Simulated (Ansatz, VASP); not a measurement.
# Two plane-wave programs on AgCl

```
Ag Cl
1.0
    -0.01994    2.75898    2.75035
     2.76810   -0.01897    2.74938
     2.77590    2.76580   -0.02676
Ag Cl
1 1
Direct
  0.49066 0.50378 0.50295
  0.00934 0.99622 0.99705
```

Change from the starting cell: all atoms moved at random, cell strained at random.

Alike in both runs: task single point; functional PBE; k mesh 8 × 8 × 8; occupations gaussian, width 0.02 eV; no spin polarisation.

|  | VASP | Ansatz |
| --- | --- | --- |
| version | VASP 6.6.1 | Ansatz 0.2.0 |
| potentials or method | VASP PAW PBE potentials, release 64 (Ag, Cl), cutoff 520 eV | scalar-relativistic, plane waves, PAW |
| valence electrons in the cell | 18 | 26 |

|  | VASP | Ansatz | Ansatz less VASP |
| --- | --- | --- | --- |
| gap on the k mesh at the Fermi level (eV) | 0.88 | 0.89 | +0.003 |
| least direct gap on the mesh (eV) | 3.07 | 3.07 | +0.001 |
| pressure (GPa) | 1.6 | 1.7 | +0.14 |
| traceless stress, the component that is largest in VASP (GPa) | -0.08 | -0.08 | -0.003 |
| rms of the force components (eV/Å) | 0.039 | 0.040 | +0.0007 |

Atom by atom the forces differ by 0.001 eV/Å (rms over components). VASP's potentials hold 18 valence electrons a cell and Ansatz's 26, so a difference there can come from the potentials and not from the codes.
